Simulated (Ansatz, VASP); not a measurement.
SrCl2: VASP beside Ansatz

```xyz
3
Lattice="0.0000 3.5378 3.4855 3.4855 0.0000 3.4855 3.4855 3.5378 0.0000" Properties=species:S:1:pos:R:3 pbc="T T T"
Sr    0.0000    0.0000    0.0000
Cl    1.7428    1.7689    1.7428
Cl    5.2283    5.3067    5.2283
```

Change from the starting cell: strain +0.0150 x Voigt [0, 1, 0, 0, 0, 0], atoms carried along.

Alike in both runs: task single point; functional PBE; k mesh 6 × 6 × 6; occupations gaussian, width 0.05 eV; no spin polarisation.

|  | VASP | Ansatz |
| --- | --- | --- |
| version | VASP 6.6.1 | Ansatz 0.2.0 |
| potentials or method | VASP PAW PBE potentials, release 64 (Sr_sv, Cl), cutoff 520 eV | scalar-relativistic, plane waves, PAW |
| valence electrons in the cell | 24 | 24 |

|  | VASP | Ansatz | Ansatz less VASP |
| --- | --- | --- | --- |
| gap on the k mesh at the Fermi level (eV) | 5.25 | 5.26 | +0.005 |
| least direct gap on the mesh (eV) | 5.48 | 5.48 | +0.003 |
| pressure (GPa) | 0.6 | 0.5 | -0.08 |
| traceless stress, the component that is largest in VASP (GPa) | -0.50 | -0.50 | -0.003 |
